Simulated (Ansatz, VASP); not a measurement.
**One calculation of P, two programs**

The input INCAR:

```
PREC = Accurate
ENCUT = 600
EDIFF = 1E-6
ISMEAR = 0
SIGMA = 0.1
LREAL = False
LASPH = True
NELM = 60
ALGO = Normal
ISIF = 3
LWAVE = False
LCHARG = False
GGA = PS
IBRION = 2
NSW = 90
EDIFFG = -0.04
```

File KPOINTS:

```
regular mesh
0
Gamma
  6 6 6
```

File POSCAR:

```
P
1.0
    3.2572956256      0.0000000000      0.0000000000
   -1.6286478128      2.8209007594      0.0000000000
    0.0000000000      0.0000000000      3.0435356002
P
1
Direct
    0.0000000000      0.0000000000      0.0000000000
```

Input for Ansatz:

```yaml
crystal:
  lattice:
    - [3.2572956256, 0.0, 0.0]
    - [-1.6286478128, 2.8209007594, 0.0]
    - [0.0, 0.0, 3.0435356002]
  atoms:
    - { symbol: P, position: [0.0, 0.0, 0.0] }
basis:
  ecutwfc: 420
kpoints:
  mp_grid: { grid: [6, 6, 6] }
hamiltonian:
  xc: pbesol
scf:
  occupations: { method: gaussian, width: 0.1 }
  lower_state_search: "off"
output:
  forces: true
  stress: true
  eigenvalues: true
relax:
  adjacent_minimum: "off"
  f_tol: 0.04
  max_steps: 70
  cell: { stress_tol: 0.4 }
```

Alike in both runs: task relaxation of cell and atoms; functional PBEsol; k mesh 6 × 6 × 6; occupations gaussian, width 0.1 eV; no spin polarisation.

```csv
,VASP,Ansatz
version,VASP 6.6.1,Ansatz 0.2.0
potentials or method,"VASP PAW PBE potentials, release 64 (P), cutoff 600 eV","scalar-relativistic, plane waves, PAW"
valence electrons in the cell,5,5
```

VASP gave:

| Quantity | Value |
| --- | --- |
| gap on the k mesh at the Fermi level, each at its own relaxed structure (eV) | none |
| relaxed volume (Å³/atom) | 14.07 |
| relaxed cell length with the largest relative difference (Å) | 2.467 |

Question: Estimate Ansatz's values.

Answer: gap on the k mesh at the Fermi level, each at its own relaxed structure (eV): none; relaxed volume (Å³/atom): 14.04; relaxed cell length with the largest relative difference (Å): 2.465.

VASP's potentials were made for PBE, not for PBEsol. A gap of «none» marks a metal or a gap that the smearing closes.

The k mesh is coarse, so the values compare programs but aren't converged. Noted on VASP's run: the volume moved by over 15 % at a fixed basis, so the end points are rough.
